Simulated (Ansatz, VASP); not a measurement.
## One calculation of Tc, two programs

Contents of INCAR:

```
PREC     = Accurate       # precision mode
ENCUT    = 520            # plane-wave cutoff, eV
EDIFF    = 1E-7           # SCF threshold, eV
ISMEAR   = -1             # smearing method
SIGMA    = 0.05           # smearing width, eV
LREAL    = F              # projectors in reciprocal space
LASPH    = T              # aspherical terms in the spheres
NELM     = 80             # most SCF steps
ALGO     = Normal         # electronic algorithm
ISIF     = 2              # what is computed and relaxed
LWAVE    = F              # write WAVECAR
LCHARG   = F              # write CHGCAR
GGA      = PE             # functional
NBANDS   = 12             # bands
```

KPOINTS

```
Automatic mesh
0
Gamma
  12 12 12
```

Contents of POSCAR:

```
Tc
1.0
    0.0000000000      1.9629142836      1.9629142836
    1.9629142836      0.0000000000      1.9629142836
    1.9629142836      1.9629142836      0.0000000000
Tc
1
Direct
    0.0000000000      0.0000000000      0.0000000000
```

input.yaml

```yaml
crystal:
  lattice:
    - [0.0, 1.9629142836, 1.9629142836]
    - [1.9629142836, 0.0, 1.9629142836]
    - [1.9629142836, 1.9629142836, 0.0]
  atoms:
    - { symbol: Tc, position: [0.0, 0.0, 0.0] }
kpoints:
  mp_grid: { grid: [12, 12, 12] }
scf:
  occupations: { method: fermi_dirac, width: 0.05 }
hamiltonian:
  xc: pbe
  pseudopotentials: { kind: all_electron, lapw: { basis_error: 0.0005 } }
output:
  forces: true
  stress: true
  eigenvalues: true
```

Change from the starting cell: volume scaled by 1.02.

Alike in both runs: task single point; functional PBE; k mesh 12 × 12 × 12; occupations fermi-dirac, width 0.05 eV; no spin polarisation.

|  | VASP | Ansatz |
| --- | --- | --- |
| version | VASP 6.6.1 | Ansatz 0.2.0 |
| potentials or method | VASP PAW PBE potentials, release 64 (Tc_pv), cutoff 520 eV | all-electron LAPW, scalar-relativistic |

VASP gave:

```
gap on the k mesh at the Fermi level (eV) : none
pressure (GPa)                            : -11.9
```

Task: Which values does Ansatz return?

Result: gap on the k mesh at the Fermi level (eV): none; pressure (GPa): -11.3.

A gap of «none» marks a metal or a gap that the smearing closes. Ansatz ran all-electron here, and VASP with PAW potentials.
